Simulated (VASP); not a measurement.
Crystal: CaS.

```
CELL_PARAMETERS angstrom
0.00000 2.85237 2.85237
2.85237 0.00000 2.85237
2.85237 2.85237 0.00000
ATOMIC_POSITIONS crystal
Ca 0.00000 0.00000 0.00000
S 0.50000 0.50000 0.50000
```

Base run:

| Property | Result |
| --- | --- |
| Program | VASP 6.6.1 |
| Functional | PBE |
| Potentials or basis | VASP PAW PBE potentials, release 64 (Ca_sv, S) |
| Cutoff | 500 eV |
| k mesh | 5 × 5 × 5 |
| Occupations | gaussian, width 0.1 eV |
| Spin | no spin polarisation |

Its results: band gap on the k mesh 2.49 eV, indirect (least direct gap 3.26 eV); pressure 0.4 GPa.

Q: The run is repeated on the same cell with these changes: k mesh from 5 × 5 × 5 to 6 × 6 × 6; occupations from gaussian, width 0.1 eV to gaussian, width 0.01 eV. What comes out?

A: Band gap on the k mesh 2.37 eV, indirect (least direct gap 3.17 eV); pressure 0.4 GPa.

A k mesh can miss the band edges.
